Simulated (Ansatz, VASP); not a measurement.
## HfIn2Se5 in VASP and in Ansatz

```
CELL_PARAMETERS angstrom
3.96679 0.00000 0.00000
-1.98339 3.43534 0.00000
0.00000 0.00000 17.75903
ATOMIC_POSITIONS crystal
Hf 0.00000 0.00000 0.00023
In 0.66667 0.33333 0.62087
In 0.33333 0.66667 0.38112
Se 0.00000 0.00000 0.69478
Se 0.66667 0.33333 0.47756
Se 0.00000 0.00000 0.30305
Se 0.33333 0.66667 0.08344
Se 0.66667 0.33333 0.91594
```

Alike in both runs: functional PBE; k mesh 12 × 12 × 2; occupations gaussian, width 0.02 eV; no spin polarisation.

Ansatz relaxed the structure, and its values are those at the end. VASP's run is a single point on that final structure, the one shown.

|  | VASP | Ansatz |
| --- | --- | --- |
| version | VASP 6.6.1 | Ansatz 0.2.0 |
| potentials or method | VASP PAW PBE potentials, release 64 (Hf_pv, In_d, Se), cutoff 520 eV | scalar-relativistic, plane waves, PAW |
| valence electrons in the cell | 66 | 132 |

|  | VASP | Ansatz | Ansatz less VASP |
| --- | --- | --- | --- |
| gap on the k mesh at the Fermi level (eV) | 0.74 | 0.75 | +0.011 |
| least direct gap on the mesh (eV) | 0.93 | 0.94 | +0.011 |
| pressure (GPa) | -0.1 | 0.0 | +0.07 |
| rms of the force components (eV/Å) | 0.014 | 0.001 | -0.0128 |

VASP's potentials hold 66 valence electrons a cell and Ansatz's 132, so a difference there can come from the potentials and not from the codes.

Spin-orbit coupling is off throughout.
